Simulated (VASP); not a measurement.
Here is a VASP 6.6.1 calculation.

The input INCAR:

```
SYSTEM = Pb
ALGO = Normal
EDIFF = 1E-7
ENCUT = 520
GGA = PE
ISIF = 2
ISMEAR = -1
LASPH = .TRUE.
LCHARG = .TRUE.
LELF = .TRUE.
LREAL = .FALSE.
LVHAR = .TRUE.
LWAVE = .FALSE.
NBANDS = 13
NELM = 80
PREC = Accurate
SIGMA = 0.2
```

File KPOINTS:

```
k-points
0
G
  11 11 11
  0 0 0
```

The input POSCAR:

```
Pb
1.0
    0.0000000000      2.5175937382      2.5175937382
    2.5175937382      0.0000000000      2.5175937382
    2.5175937382      2.5175937382      0.0000000000
Pb
1
Direct
    0.0000000000      0.0000000000      0.0000000000
```

Potentials or basis: VASP PAW PBE potentials, release 64 (Pb_d).

Run with:

```sh
$ cat potpaw_PBE.64/Pb_d/POTCAR > POTCAR
$ mpirun -np 1 vasp_std > vasp.out
```

**Question.** Estimate the band gap on the k mesh.

**Answer.** Zero (band 7 reaches 13.74 eV, above the bottom of band 8 at 5.37 eV).

**Question.** Estimate the pressure.

**Answer.** 0.1 GPa.

Caveat: spin-orbit coupling is left out, which moves the levels of the heavy elements.
